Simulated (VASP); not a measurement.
# Ta5N (P4/nmm) in VASP: notebook, part 2 of 2

VASP 6.6.1. Earlier steps stand in the parts before.

## Step 3: Relaxation of cell and atoms, PBE

This run uses another cell than the first one, of 14.90 Å³/atom.

INCAR reads:

```
SYSTEM = Ta5N
PREC     = Accurate       ! precision mode
ENCUT    = 600            ! plane-wave cutoff, eV
EDIFF    = 1E-6           ! SCF threshold, eV
ISMEAR   = 0              ! smearing method
SIGMA    = 0.2            ! smearing width, eV
LREAL    = .FALSE.        ! projectors in reciprocal space
LASPH    = .TRUE.         ! aspherical terms in the spheres
NELM     = 100            ! most SCF steps
ALGO     = Normal         ! electronic algorithm
ISIF     = 3              ! what is computed and relaxed
LWAVE    = .FALSE.        ! write WAVECAR
LCHARG   = .FALSE.        ! write CHGCAR
GGA      = PE             ! functional
IBRION   = 2              ! ionic algorithm
NSW      = 36             ! ionic steps
EDIFFG   = -0.08          ! ionic threshold
```

KPOINTS reads:

```
regular mesh
0
G
  5 5 1
  0 0 0
```

POSCAR reads:

```
Ta5N
1.0
    3.1000000000      0.0000000000      0.0000000000
    0.0000000000      3.1000000000      0.0000000000
    0.0000000000      0.0000000000     18.6000000000
Ta N
10 2
Direct
    0.0000000000      0.5000000000      0.7390000000
    0.5000000000      0.0000000000      0.6440000000
    0.0000000000      0.5000000000      0.5480000000
    0.0000000000      0.5000000000      0.9450000000
    0.0000000000      0.5000000000      0.1650000000
    0.5000000000      0.0000000000      0.0550000000
    0.5000000000      0.0000000000      0.8350000000
    0.5000000000      0.0000000000      0.2610000000
    0.0000000000      0.5000000000      0.3560000000
    0.5000000000      0.0000000000      0.4520000000
    0.0000000000      0.5000000000      0.0550000000
    0.5000000000      0.0000000000      0.9450000000
```

Potentials or basis: VASP PAW PBE potentials, release 64 (Ta_pv, N).

Command:

```
cat potpaw_PBE.64/Ta_pv/POTCAR potpaw_PBE.64/N/POTCAR > POTCAR
mpirun -np 1 vasp_std > vasp.out
```

OUTCAR:

```text
SYSTEM = Ta5N
   PREC = Accurate
   ENCUT = 600
   EDIFF = 1E-6
   ISMEAR = 0
   LREAL = .FALSE.
   LASPH = .TRUE.
   NELM = 100
   ISIF = 3
   GGA = PE
   IBRION = 2
   NSW = 36
   EDIFFG = -0.08

 ion  position               nearest neighbor table
   1  0.000  0.500  0.739-   2 2.82   2 2.82   2 2.82   2 2.82   7 2.83   7 2.83   7 2.83   7 2.83
                             3 3.55
   2  0.500  0.000  0.644-   1 2.82   1 2.82   1 2.82   1 2.82   3 2.83   3 2.83   3 2.83   3 2.83
                             7 3.55  10 3.57
   3  0.000  0.500  0.548-   2 2.83   2 2.83   2 2.83   2 2.83  10 2.83  10 2.83  10 2.83  10 2.83
                             1 3.55   9 3.57
   4  0.000  0.500  0.945-  11 2.05  12 2.19  12 2.19  12 2.19  12 2.19   7 3.00   6 3.00   6 3.00
                             7 3.00   7 3.00   6 3.00   7 3.00   6 3.00
   5  0.000  0.500  0.165-  11 2.05   8 2.83   8 2.83   8 2.83   8 2.83   6 3.00   6 3.00   6 3.00
                             6 3.00   9 3.55
[... 341 lines left out ...]

 number of electron     119.9999996 magnetization

------------------------ aborting loop because EDIFF is reached ----------------------------------------
[... 87 lines left out ...]
--------------------------------------- Ionic step       11  -------------------------------------------

 number of electron     119.9999998 magnetization

 Free energy of the ion-electron system (eV)
  ---------------------------------------------------
  ext. energy  EPLUGINS =         0.00000000
  ---------------------------------------------------
  free energy    TOTEN  =      -138.91512807 eV

  energy without entropy =     -138.69229764  energy(sigma->0) =     -138.80371285

 E-fermi :   6.1535     XC(G=0): -12.7393

 val. band max:        6.1116768298   @ k =   0.4000   0.2000   0.0000
 cond. band min:       6.1613003686   @ k =   0.4000   0.4000   0.0000
 fundamental gap:      0.0496235388
 Fermi energy:         6.1534848619

 k-point     1 :       0.0000    0.0000    0.0000
  band No.  band energies     occupation
      1     -29.1558      2.00000
      2     -29.1558      2.00000
      3     -29.1152      2.00000
      4     -29.0991      2.00000
      5     -29.0991      2.00000
      6     -28.9225      2.00000
[... 478 lines left out ...]
  FREE ENERGIE OF THE ION-ELECTRON SYSTEM (eV)
  ---------------------------------------------------
  free  energy   TOTEN  =      -138.9151280706 eV

  energy  without entropy=     -138.6922976391  energy(sigma->0) =     -138.80371285

 reached required accuracy - stopping structural energy minimisation
```

CONTCAR:

```text
Ta5N
   1.00000000000000
     3.1993999790364760    0.0000000000000000   -0.0000000000000000
     0.0000000000000000    3.1993999790364760    0.0000000000000000
    -0.0000000000000000   -0.0000000000000000   18.4667357909690999
  Ta              N
    10     2
Direct
     0.0000000000000000    0.5000000000000000    0.7374579425767269
     0.5000000000000000    0.0000000000000000    0.6436386582336854
     0.0000000000000000    0.5000000000000000    0.5474422377893265
     0.0000000000000000    0.5000000000000000    0.9323575049479548
     0.0000000000000000    0.5000000000000000    0.1712348252670131
     0.5000000000000000    0.0000000000000000    0.0676424950520452
     0.5000000000000000    0.0000000000000000    0.8287651747329868
     0.5000000000000000    0.0000000000000000    0.2625420574232731
     0.0000000000000000    0.5000000000000000    0.3563613417663147
     0.5000000000000000    0.0000000000000000    0.4525577622106735
     0.0000000000000000    0.5000000000000000    0.0517568521049866
     0.5000000000000000    0.0000000000000000    0.9482431478950133

  0.00000000E+00  0.00000000E+00  0.00000000E+00
  0.00000000E+00  0.00000000E+00  0.00000000E+00
  0.00000000E+00  0.00000000E+00  0.00000000E+00
  0.00000000E+00  0.00000000E+00  0.00000000E+00
  0.00000000E+00  0.00000000E+00  0.00000000E+00
  0.00000000E+00  0.00000000E+00  0.00000000E+00
  0.00000000E+00  0.00000000E+00  0.00000000E+00
  0.00000000E+00  0.00000000E+00  0.00000000E+00
  0.00000000E+00  0.00000000E+00  0.00000000E+00
  0.00000000E+00  0.00000000E+00  0.00000000E+00
  0.00000000E+00  0.00000000E+00  0.00000000E+00
  0.00000000E+00  0.00000000E+00  0.00000000E+00
```

Wall time 13 min (1 thread of Intel Xeon 6975P-C (Granite Rapids), shared host); peak memory 0.39 GiB.

Results:

* Free energy: -138.9151 eV
* Relaxed volume: 15.75 Å³/atom
* Relaxed cell: a = 3.199 Å, b = 3.199 Å, c = 18.467 Å, α = 90.00°, β = 90.00°, γ = 90.00°
* Space group after relaxing (to 0.1 Å): P4/nmm (No. 129)
* Energy gained by relaxing: 112.0 meV/atom
* Ionic steps: 11
* Pressure after relaxing: 0.6 GPa
* Largest force after relaxing: 0.070 eV/Å
* Band gap on the k mesh: zero (bands 60 and 61 overlap by 1.24 eV)

Forces in eV/Å, atoms in the order of the input:
```
Ta   0.000  0.000 -0.051
Ta   0.000  0.000 -0.070
Ta   0.000  0.000 -0.055
Ta   0.000  0.000 -0.039
Ta   0.000  0.000  0.008
Ta   0.000  0.000  0.039
Ta   0.000  0.000 -0.008
Ta   0.000  0.000  0.051
Ta   0.000  0.000  0.070
Ta   0.000  0.000  0.055
N    0.000  0.000 -0.028
N    0.000  0.000  0.028
```

Stress tensor (GPa, compression positive):
```
0.73 0.00 0.00
0.00 0.73 0.00
0.00 0.00 0.45
```

The path:
```csv
step,energy change (eV),largest force (eV/Å),pressure (GPa),volume (Å³)
1,0.0000,2.4664,19.20,178.75
2,2.9546,0.4362,-28.73,229.03
3,-0.9037,1.0034,-2.43,193.52
4,-0.9082,1.0693,-1.26,192.55
5,-1.0750,0.8642,-0.62,191.35
6,-1.2902,0.3458,2.35,187.82
7,-1.2041,0.8567,-4.47,193.42
8,-1.3107,0.3103,0.18,189.49
9,-1.3338,0.1816,-0.10,189.67
10,-1.3403,0.1543,-0.28,189.82
11,-1.3435,0.0695,0.63,189.03
```

Final structure:
```
CELL_PARAMETERS angstrom
3.19940 0.00000 0.00000
0.00000 3.19940 0.00000
0.00000 0.00000 18.46674
ATOMIC_POSITIONS crystal
Ta 0.00000 0.50000 0.73746
Ta 0.50000 0.00000 0.64364
Ta 0.00000 0.50000 0.54744
Ta 0.00000 0.50000 0.93236
Ta 0.00000 0.50000 0.17123
Ta 0.50000 0.00000 0.06764
Ta 0.50000 0.00000 0.82877
Ta 0.50000 0.00000 0.26254
Ta 0.00000 0.50000 0.35636
Ta 0.50000 0.00000 0.45256
N 0.00000 0.50000 0.05176
N 0.50000 0.00000 0.94824
```

Caveat: the k points lie up to 0.39 Å⁻¹ apart in the final cell, too coarse for converged energies and pressures of a metal; spin-orbit coupling is left out, which moves the levels of the heavy elements; the relaxation stopped at a loose force limit of 0.08 eV/Å, so its end isn't a converged minimum.

The gap in the log of VASP goes by the Fermi energy; the results here count the filled bands.